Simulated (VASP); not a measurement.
**NaCl: single point with PBE**

Crystal: NaCl.

```
CELL_PARAMETERS angstrom
0.00855 2.80270 2.80270
2.80270 0.00855 2.80270
2.81125 2.81125 0.00000
ATOMIC_POSITIONS crystal
Na 0.00000 0.00000 0.00000
Cl 0.50000 0.50000 0.50000
```

This cell differs from its parent crystal: shear xy strain +0.6%.

* Program: VASP 6.6.1
* Task: single point
* Functional: PBE
* Potentials or basis: VASP PAW PBE potentials, release 64 (Na_pv, Cl)
* Cutoff: 520 eV
* k mesh: 8 × 8 × 8
* Occupations: fermi-dirac, width 0.02 eV
* Spin: no spin polarisation
* Dipole correction: no
* Further INCAR settings: ALGO = Normal; EDIFF = 1e-06; NBANDS = 14

```
Pressure               : 1.2 GPa
Band gap on the k mesh : 5.17 eV, direct
```

Stress tensor (GPa, compression positive):
```
 1.24 -0.08  0.00
-0.08  1.24  0.00
 0.00  0.00  1.24
```

Levels at points of the mesh, in eV from the valence-band top:
```
           k point  band 4  band 5  band 6  band 7  band 8  band 9  band 10  band 11
(0.00, 0.00, 0.00)  -12.71   -0.02   -0.01    0.00    5.17   11.09    11.13    11.17
(0.50, 0.00, 0.00)  -12.35   -1.99   -0.30   -0.29    7.29   10.79    10.97    11.01
(0.50, 0.50, 0.00)  -12.31   -1.72   -0.64   -0.61    7.58    8.05    11.44    14.90
(0.00, 0.00, 0.50)  -12.36   -1.99   -0.28   -0.27    7.30   10.74    11.00    11.04
(0.50, 0.00, 0.50)  -12.31   -1.72   -0.62   -0.62    7.58    8.05    11.44    14.93
```

Wall time 24 s on 1 thread of Intel(R) Xeon(R) 6975P-C (Granite Rapids), with other jobs on the host, peak memory 0.19 GiB.

Caveat: the cell differs from its parent crystal (shear xy strain +0.6%).
